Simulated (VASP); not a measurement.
Here is a VASP 6.6.1 calculation.

File INCAR:

```
SYSTEM = TaN
PREC = Accurate
ENCUT = 600
EDIFF = 1E-6
ISMEAR = 0
SIGMA = 0.1
LREAL = .FALSE.
LASPH = .TRUE.
NELM = 120
ALGO = Normal
ISIF = 2
LWAVE = .FALSE.
LCHARG = .FALSE.
GGA = PS
NBANDS = 36
GGA_COMPAT = .FALSE.
```

The input KPOINTS:

```
regular mesh
0
G
  12 12 12
  0 0 0
```

The input POSCAR:

```
TaN
1.0
    5.2050894106      0.0000000000      0.0000000000
   -2.6025447053      4.5077396586      0.0000000000
    0.0000000000      0.0000000000      2.9035873911
Ta N
3 3
Direct
    0.0000000000      0.0000000000      0.0000000000
    0.3333333333      0.6666666667      0.5000000000
    0.6666666667      0.3333333333      0.5000000000
    0.5000000000      0.0000000000      0.0000000000
    0.5000000000      0.5000000000      0.0000000000
    0.0000000000      0.5000000000      0.0000000000
```

Potentials or basis: VASP PAW PBE potentials, release 64 (Ta_sv_GW, N).

Run with:

```bash
$ cat potpaw_PBE.64/Ta_sv_GW/POTCAR potpaw_PBE.64/N/POTCAR > POTCAR
$ mpirun -np 1 vasp_std > vasp.out
```

Predict the band gap on the k mesh.

zero (bands 27 and 28 overlap by 2.19 eV).

Estimate the pressure.

0.1 GPa.

Stress tensor (GPa, compression positive):
```
0.08 0.00 0.00
0.00 0.08 0.00
0.00 0.00 0.28
```

Caveat: the PAW data sets were made with another functional, which shifts forces and pressure a little; spin-orbit coupling is left out, which moves the levels of the heavy elements.
